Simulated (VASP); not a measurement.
# Sb (Pm-3m) in VASP: a series of runs

Sb is run at these levels: r2SCAN0, B3LYP+D3(BJ), PBE; tasks: single point.

Everything below comes from runs of VASP 6.6.1. Logs are shortened: lines on timing, memory, paths and dates and some standing lists are left out, and cuts for length are marked.

### 1 The cell of the first run

The structure is cubic, space group Pm-3m (No. 221). The conventional cell has a = 3.222 Å, b = 3.222 Å, c = 3.222 Å, α = 90.00°, β = 90.00°, γ = 90.00°. Sb (site symmetry m-3m) has 6 Sb at 3.22 Å within 4.2 Å.

This isn't the form of Sb at room conditions, which is rhombohedral.

### 2 Single point, r2SCAN0

POSCAR reads:

```
Sb
1.0
    3.2219765189      0.0000000000      0.0000000000
    0.0000000000      3.2219765189      0.0000000000
    0.0000000000      0.0000000000      3.2219765189
Sb
1
Direct
    0.0000000000      0.0000000000      0.0000000000
```

INCAR.step1 reads:

```
SYSTEM = Sb
ALGO = Normal
EDIFF = 1E-5
ENCUT = 520
GGA = PE
ISIF = 2
ISMEAR = -1
LASPH = .True.
LCHARG = .False.
LREAL = .False.
LWAVE = .True.
NBANDS = 8
NELM = 80
PREC = Accurate
SIGMA = 0.05
```

INCAR.step2 reads:

```
SYSTEM = Sb
AEXX = 0.25
ALGO = Normal
EDIFF = 1E-6
ENCUT = 520
ISIF = 2
ISMEAR = -1
ISTART = 1
LASPH = .True.
LCHARG = .False.
LHFCALC = .True.
LMIXTAU = .True.
LREAL = .False.
LWAVE = .False.
METAGGA = R2SCAN
NBANDS = 8
NELM = 80
PREC = Accurate
PRECFOCK = Normal
SIGMA = 0.05
```

KPOINTS reads:

```
k-points
0
Gamma
  4 4 4
  0 0 0
```

Potentials or basis: VASP PAW PBE potentials, release 64 (Sb).

On the command line:

```
cat potpaw_PBE.64/Sb/POTCAR > POTCAR
cp INCAR.step1 INCAR
mpirun -np 1 vasp_std > vasp.out
cp INCAR.step2 INCAR
mpirun -np 1 vasp_std > vasp.out
```

OUTCAR:

```text
SYSTEM = Sb
   AEXX = 0.25
   EDIFF = 1E-6
   ENCUT = 520
   ISIF = 2
   ISMEAR = -1
   ISTART = 1
   LASPH = .True.
   LHFCALC = .True.
   LREAL = .False.
   METAGGA = R2SCAN
   NELM = 80
   PREC = Accurate
   PRECFOCK = Normal

 ion  position               nearest neighbor table
   1  0.000  0.000  0.000-

  LATTYP: Found a simple cubic cell.
 ALAT       =     3.2219765189

  Lattice vectors:

 A1 = (   3.2219765189,   0.0000000000,   0.0000000000)
 A2 = (   0.0000000000,   3.2219765189,   0.0000000000)
 A3 = (   0.0000000000,   0.0000000000,   3.2219765189)

Analysis of symmetry for initial positions (statically):
=====================================================================
 Subroutine PRICEL returns:
 Original cell was already a primitive cell.

 Routine SETGRP: Setting up the symmetry group for a
 simple cubic supercell.

 Subroutine GETGRP returns: Found 48 space group operations
 (whereof 48 operations were pure point group operations)
 out of a pool of 48 trial point group operations.

The static configuration has the point symmetry O_h .

Analysis of symmetry for dynamics (positions and initial velocities):
=====================================================================
 Subroutine PRICEL returns:
 Original cell was already a primitive cell.

 Routine SETGRP: Setting up the symmetry group for a
 simple cubic supercell.

 Subroutine GETGRP returns: Found 48 space group operations
 (whereof 48 operations were pure point group operations)
 out of a pool of 48 trial point group operations.

The dynamic configuration has the point symmetry O_h .

 Subroutine INISYM returns: Found 48 space group operations
 (whereof 48 operations are pure point group operations),
 and found     1 'primitive' translations

----------------------------------------------------------------------------------------

                                     Primitive cell

  volume of cell :      33.4478

  direct lattice vectors                    reciprocal lattice vectors
     3.221976519  0.000000000  0.000000000     0.310368494  0.000000000  0.000000000
     0.000000000  3.221976519  0.000000000     0.000000000  0.310368494  0.000000000
     0.000000000  0.000000000  3.221976519     0.000000000  0.000000000  0.310368494

  length of vectors
     3.221976519  3.221976519  3.221976519     0.310368494  0.310368494  0.310368494

  position of ions in fractional coordinates (direct lattice)
     0.000000000  0.000000000  0.000000000

  ion indices of the primitive-cell ions
   primitive index   ion index
                 1           1

----------------------------------------------------------------------------------------

 KPOINTS: k-points

Automatic generation of k-mesh.
 Grid dimensions read from file:
 generate k-points for:    4    4    4

 Generating k-lattice:

  Cartesian coordinates                     Fractional coordinates (reciprocal lattice)
     0.077592124  0.000000000  0.000000000     0.250000000  0.000000000  0.000000000
     0.000000000  0.077592124  0.000000000     0.000000000  0.250000000  0.000000000
     0.000000000  0.000000000  0.077592124     0.000000000  0.000000000  0.250000000

  Length of vectors
     0.077592124  0.077592124  0.077592124

  Shift w.r.t. Gamma in fractional coordinates (k-lattice)
     0.000000000  0.000000000  0.000000000

 Subroutine IBZKPT returns following result:
 ===========================================

 Found     10 irreducible k-points:

 Following reciprocal coordinates:
            Coordinates               Weight
  0.000000  0.000000  0.000000      1.000000
  0.250000  0.000000  0.000000      6.000000
  0.500000  0.000000  0.000000      3.000000
  0.250000  0.250000  0.000000     12.000000
  0.500000  0.250000  0.000000     12.000000
  0.500000  0.500000  0.000000      3.000000
  0.250000  0.250000  0.250000      8.000000
  0.500000  0.250000  0.250000     12.000000
  0.500000  0.500000  0.250000      6.000000
  0.500000  0.500000  0.500000      1.000000
   k-points           NKPTS =     10   k-points in BZ     NKDIM =     64   number of bands    NBANDS=      8
   number of dos      NEDOS =    301   number of ions     NIONS =      1
   total plane-waves  NPLWV =  13824
   dimension x,y,z NGX =    24 NGY =   24 NGZ =   24
   dimension x,y,z NGXF=    48 NGYF=   48 NGZF=   48
   ions per type =               1
   NGX,Y,Z   is equivalent  to a cutoff of  12.38, 12.38, 12.38 a.u.
   NGXF,Y,Z  is equivalent  to a cutoff of  24.77, 24.77, 24.77 a.u.
 SYSTEM =  Sb
   PREC   = accura    normal or accurate (medium, high low for compatibility)
   ISTART =      1    job   : 0-new  1-cont  2-samecut
   ICHARG =      0    charge: 1-file 2-atom 10-const
   ISPIN  =      1    spin polarized calculation?
   LNONCOLLINEAR =      F non collinear calculations
   LSORBIT =      F    spin-orbit coupling
   LASPH  =      T    aspherical Exc in radial PAW
   ENCUT  =  520.0 eV  38.22 Ry    6.18 a.u.   5.99  5.99  5.99*2*pi/ulx,y,z
   NELM   =     80;   NELMIN=  2; NELMDL=  0     # of ELM steps
   EDIFF  = 0.1E-05   stopping-criterion for ELM
   LREAL  =      F    real-space projection
   EDIFFG = 0.1E-04   stopping-criterion for IOM
   NSW    =      0    number of steps for IOM
   IBRION =     -1    ionic relax: 0-MD 1-quasi-New 2-CG
   NFREE  =      0    steps in history (QN), initial steepest desc. (CG)
   ISIF   =      2    stress and relaxation
   ISYM   =      3    0-nonsym 1-usesym 2-fastsym
   POTIM  = 0.5000    time-step for ionic-motion
   TEBEG  =    0.0;   TEEND  =   0.0 temperature during run
   PSTRESS=    0.0 pullay stress
   NELECT =       5.0000    total number of electrons
   NUPDOWN=      -1.0000    fix difference up-down
   EMIN   =  10.00;   EMAX   =-10.00  energy-range for DOS
   EFERMI =   0.00;   METHOD = LEGACY
   ISMEAR =    -1;   SIGMA  =   0.05  broadening in eV -4-tet -1-fermi 0-gaus
   EFERMI_NEDOS =   21; number of points for ismear=-14 and -15
   IALGO  =     38    algorithm
   IMIX   =      1    mixing-type and parameters
     AMIX     =   0.40;   BMIX     =  1.00
     AMIX_MAG =   1.60;   BMIX_MAG =  1.00
  volume/ion in A,a.u.               =      33.45       225.72
  Fermi-wavevector in a.u.,A,eV,Ry     =   0.868845  1.641880 10.270932  0.754892
  Thomas-Fermi vector in A             =   1.987582
   LORBIT       =      0    0 simple, 1 ext, 2 COOP (PROOUT), +10 PAW based schemes
   METAGGA = R2SCAN    functional components
   LHFCALC =     T    Hartree Fock is set to
   PRECFOCK=normal    Normal, Fast or Accurate (Low or Medium for compatibility)
   ENCUT4O =  -1.0   cutoff for four orbital integrals eV
   NKREDX  =     1    reduce k-point grid by
   NKREDY  =     1    reduce k-point grid by
   NKREDZ  =     1    reduce k-point grid by
   AEXX    =    0.2500 exact exchange contribution
   HFSCREEN=    0.0000 screening length (either q_TF or 0.3 A-1)
   HFSCREENC=   0.0000 screening length for correlation (either q_TF or 0.3 A-1)
   ENCUTFOCK=  -1.0 apply spherical cutoff to Coloumb kernel
   IVDW    =     0    specifies the selected vdW correction
   LEPSILON=     F    determine dielectric tensor
   LRPA    =     F    only Hartree local field effects (RPA)
 non-spin polarized calculation
  energy-cutoff  :      520.00
  volume of cell :       33.45
 maximum number of plane-waves:       920
 NGX is ok and might be reduce to    24
  NGX = 18; NGY = 18; NGZ = 18

 number of electron       5.0000000 magnetization

 Free energy of the ion-electron system (eV)
  ---------------------------------------------------
  ext. energy  EPLUGINS =         0.00000000
  ---------------------------------------------------
  free energy    TOTEN  =       -21.25313932 eV

  energy without entropy =      -21.24460778  energy(sigma->0) =      -21.24887355

 E-fermi :   5.8568     XC(G=0):  -7.5684

 val. band max:        4.5961211028   @ k =   0.2500   0.2500   0.2500
 cond. band min:       5.9374939711   @ k =   0.5000   0.2500   0.0000
 fundamental gap:      1.3413728683
 Fermi energy:         5.8567660934

 k-point     1 :       0.0000    0.0000    0.0000
  band No.  band energies     occupation
      1      -8.2286      2.00000
      2       9.3189      0.00000
      3       9.3189      0.00000
      4       9.3189      0.00000
      5      13.3836      0.00000
      6      13.3836      0.00000
      7      14.6291      0.00000
      8      24.1395      0.00000

 k-point     2 :       0.2500    0.0000    0.0000
  band No.  band energies     occupation
      1      -7.3432      2.00000
      2       3.0812      2.00000
      3      10.1452      0.00000
      4      10.1452      0.00000
      5      14.1154      0.00000
      6      15.0348      0.00000
      7      19.9797      0.00000
      8      20.5204      0.00000

 k-point     3 :       0.5000    0.0000    0.0000
  band No.  band energies     occupation
      1      -5.8630      2.00000
      2      -0.6449      2.00000
      3      11.3151      0.00000
      4      11.3151      0.00000
      5      15.4155      0.00000
      6      17.4556      0.00000
      7      17.8739      0.00000
      8      18.0611      0.00000

 k-point     4 :       0.2500    0.2500    0.0000
  band No.  band energies     occupation
      1      -6.4481      2.00000
      2       3.7385      2.00000
      3       4.2742      2.00000
      4      10.9774      0.00000
      5      14.7006      0.00000
      6      15.7167      0.00000
      7      20.5591      0.00000
      8      21.0004      0.00000

 k-point     5 :       0.5000    0.2500    0.0000
  band No.  band energies     occupation
      1      -4.9316      2.00000
      2       0.2119      2.00000
      3       5.9375      0.33191
      4      11.9738      0.00000
      5      12.1341      0.00000
      6      17.2061      0.00000
      7      18.7295      0.00000
      8      18.9937      0.00000

 k-point     6 :       0.5000    0.5000    0.0000
  band No.  band energies     occupation
      1      -3.2483      2.00000
      2       1.4665      2.00000
      3       1.4665      2.00000
      4       9.0144      0.00000
      5      13.2418      0.00000
      6      19.0521      0.00000
      7      19.8715      0.00000
      8      19.8715      0.00000

 k-point     7 :       0.2500    0.2500    0.2500
  band No.  band energies     occupation
      1      -5.5445      2.00000
      2       4.5961      2.00000
      3       4.5961      2.00000
      4       6.1993      0.00212
      5      15.2226      0.00000
      6      16.1211      0.00000
      7      16.1211      0.00000
      8      21.1604      0.00000

 k-point     8 :       0.5000    0.2500    0.2500
  band No.  band energies     occupation
      1      -3.9904      2.00000
      2       1.0593      2.00000
      3       6.4701      0.00001
      4       7.4064      0.00000
      5      12.3784      0.00000
      6      13.3199      0.00000
      7      17.2278      0.00000
      8      20.7208      0.00000

 k-point     9 :       0.5000    0.5000    0.2500
  band No.  band energies     occupation
      1      -2.2700      2.00000
      2       2.2744      2.00000
      3       2.2744      2.00000
      4       8.2443      0.00000
      5       9.8765      0.00000
      6      14.4005      0.00000
      7      14.4005      0.00000
      8      17.5799      0.00000

 k-point    10 :       0.5000    0.5000    0.5000
  band No.  band energies     occupation
      1      -0.3485      2.00000
      2       3.3874      2.00000
      3       3.3874      2.00000
      4       3.3874      2.00000
      5      11.5949      0.00000
      6      11.5949      0.00000
      7      11.5949      0.00000
      8      14.1165      0.00000

------------------------ aborting loop because EDIFF is reached ----------------------------------------

  FORCE on cell =-STRESS in cart. coord.  units (eV):
  Direction    XX          YY          ZZ          XY          YZ          ZX
  --------------------------------------------------------------------------------------
  -------------------------------------------------------------------------------------
  Total       -1.8583679     -1.8583679     -1.8583679     -0.0000000      0.0000000      0.0000000
  in kB      -89.0174510    -89.0174510    -89.0174510     -0.0000000      0.0000000      0.0000000
  external PRESSURE =     -89.0174510 kB  Pullay stress =       0.0000000 kB

 VOLUME and BASIS-vectors are now :
 -----------------------------------------------------------------------------
  energy-cutoff  :      520.00
  volume of cell :       33.45
      direct lattice vectors                 reciprocal lattice vectors
     3.221976519  0.000000000  0.000000000     0.310368494  0.000000000  0.000000000
     0.000000000  3.221976519  0.000000000     0.000000000  0.310368494  0.000000000
     0.000000000  0.000000000  3.221976519     0.000000000  0.000000000  0.310368494

 POSITION                                       TOTAL-FORCE (eV/Angst)
 -----------------------------------------------------------------------------------
      0.00000      0.00000      0.00000         0.000000      0.000000      0.000000
 -----------------------------------------------------------------------------------
    total drift:                               -0.000000     -0.000000     -0.000000

  FREE ENERGIE OF THE ION-ELECTRON SYSTEM (eV)
  ---------------------------------------------------
  free  energy   TOTEN  =       -21.2531393208 eV

  energy  without entropy=      -21.2446077801  energy(sigma->0) =      -21.24887355
```

Run time: 2.1 min. Hardware: 1 thread of Intel Xeon 8259CL, shared host; peak memory 0.14 GiB.

What came out:

```
Free energy            : -21.2531 eV
Pressure               : -8.9 GPa
Band gap on the k mesh : zero (an odd number of electrons rules out a gap without spin polarisation)
```

Caveat: the k points lie up to 0.49 Å⁻¹ apart, too coarse for converged energies and pressures of a metal; the PAW data sets were made with another functional, which shifts forces and pressure a little; spin-orbit coupling is left out, which moves the levels of the heavy elements.

### 3 Single point, B3LYP+D3(BJ) (32.82 Å³/atom)

This run uses another cell than the first one, of 32.82 Å³/atom.

POSCAR reads:

```
Sb
1.0
    3.2015837200      0.0000000000      0.0000000000
    0.0000000000      3.2015837200      0.0000000000
    0.0000000000      0.0000000000      3.2015837200
Sb
1
Direct
    0.0000000000      0.0000000000      0.0000000000
```

INCAR.step1 reads:

```
PREC     = Accurate       # precision mode
ENCUT    = 400            # plane-wave cutoff, eV
EDIFF    = 1E-5           # SCF threshold, eV
ISMEAR   = 1              # smearing method
SIGMA    = 0.05           # smearing width, eV
LREAL    = False          # projectors in reciprocal space
LASPH    = True           # aspherical terms in the spheres
NELM     = 120            # most SCF steps
ALGO     = Normal         # electronic algorithm
ISIF     = 2              # what is computed and relaxed
LWAVE    = True           # write WAVECAR
LCHARG   = False          # write CHGCAR
GGA      = PE             # functional
NBANDS   = 8              # bands
GGA_COMPAT= False
```

INCAR.step2 reads:

```
PREC     = Accurate       # precision mode
ENCUT    = 400            # plane-wave cutoff, eV
EDIFF    = 1E-6           # SCF threshold, eV
ISMEAR   = 1              # smearing method
SIGMA    = 0.05           # smearing width, eV
LREAL    = False          # projectors in reciprocal space
LASPH    = True           # aspherical terms in the spheres
NELM     = 120            # most SCF steps
ALGO     = Normal         # electronic algorithm
ISIF     = 2              # what is computed and relaxed
LWAVE    = False          # write WAVECAR
LCHARG   = False          # write CHGCAR
GGA      = B3             # functional
LHFCALC  = True           # exact exchange
AEXX     = 0.2            # exact-exchange fraction
AGGAX    = 0.72         
AGGAC    = 0.81         
ALDAC    = 0.19         
PRECFOCK = Normal       
IVDW     = 12             # dispersion correction
ISTART   = 1            
NBANDS   = 8              # bands
GGA_COMPAT= False
```

KPOINTS reads:

```
Automatic mesh
0
Gamma
  5 5 5
```

Potentials or basis: VASP PAW PBE potentials, release 64 (Sb).

On the command line:

```
cat potpaw_PBE.64/Sb/POTCAR > POTCAR
cp INCAR.step1 INCAR
mpirun -np 1 vasp_std > vasp.out
cp INCAR.step2 INCAR
mpirun -np 1 vasp_std > vasp.out
```

Run time: 1.8 min. Hardware: 1 thread of AMD EPYC 7R13 (Zen 3), shared host; peak memory 0.12 GiB.

Results (log left out):

```yaml
Free_energy: -5.2871 eV
Pressure: -7.6 GPa
Band_gap_on_the_k_mesh: zero (an odd number of electrons rules out a gap without spin polarisation)
Dispersion_energy_per_atom: -0.873 eV
```

Levels at points of the mesh, in eV from the Fermi level:
| k point | band 1 | band 2 | band 3 | band 4 | band 5 | band 6 |
| --- | --- | --- | --- | --- | --- | --- |
| (0.00, 0.00, 0.00) | -13.16 | 3.56 | 3.57 | 3.58 | 7.65 | 7.67 |

Caveat: the k points lie up to 0.39 Å⁻¹ apart, too coarse for converged energies and pressures of a metal; three body term missing; the PAW data sets were made with another functional, which shifts forces and pressure a little; spin-orbit coupling is left out, which moves the levels of the heavy elements.

### 4 Single point, PBE, non-collinear spin, zero start, spin-orbit coupling

This run uses another cell than the first one, of 31.55 Å³/atom.

INCAR reads:

```
PREC = Accurate ; ENCUT = 520
EDIFF = 1E-6 ; ISMEAR = 1
SIGMA = 0.1 ; LREAL = F
LASPH = T ; NELM = 150
ALGO = Normal ; ISIF = 2
LWAVE = F ; LCHARG = F
MAGMOM = 0 0 0 ; LORBIT = 11
LSORBIT = T ; GGA_COMPAT = F
LORBMOM = T ; GGA = PE
NBANDS = 16
```

KPOINTS reads:

```
regular mesh
0
Gamma
  8 8 8
```

POSCAR reads:

```
Sb
1.0
    3.1600000000      0.0000000000      0.0000000000
    0.0000000000      3.1600000000      0.0000000000
    0.0000000000      0.0000000000      3.1600000000
Sb
1
Direct
    0.0000000000      0.0000000000      0.0000000000
```

On the command line:

```
cat potpaw_PBE.64/Sb/POTCAR > POTCAR
mpirun -np 1 vasp_ncl > vasp.out
```

It took 45 s on 1 thread of Intel Xeon 8259CL, shared host; peak memory 0.2 GiB.

It converged, with:

```
Free energy                                           : -4.1282 eV
Pressure                                              : -2.1 GPa
Net moment                                            : 0.00 μB per cell
Valence electrons inside the program's atomic spheres : Sb 2.35
```

Moments on the atoms (μB; x, y, z):
```
Sb  0.00 0.00 0.00
```

### 5 Summary

```csv
level,spin,cell,k mesh,cutoff (eV),smearing,grid for exact exchange (PRECFOCK),share of exact exchange,gap on the mesh (eV),pressure (GPa)
r2SCAN0,off,"a = 3.222 Å, 1 atom",4 × 4 × 4,520,fermi-dirac 0.05 eV,Normal,0.25,none,-8.9
B3LYP+D3(BJ),off,"a = 3.202 Å, 1 atom",5 × 5 × 5,400,methfessel-paxton 0.05 eV,Normal,0.2,none,-7.6
PBE,"non-collinear, zero start, SOC","a = 3.160 Å, 1 atom",8 × 8 × 8,520,methfessel-paxton 0.1 eV,-,-,-,-2.1
```

Alike in all rows: task single point; potentials or basis VASP PAW PBE potentials, release 64 (Sb).

Caveats: some runs use coarse meshes; the PAW data sets were made with another functional, which shifts forces and pressure a little (at least some runs); spin-orbit coupling is left out, which moves the levels of the heavy elements (at least some runs); three body term missing (at least some runs).

Absolute energies hang on the potentials; compare differences alone.
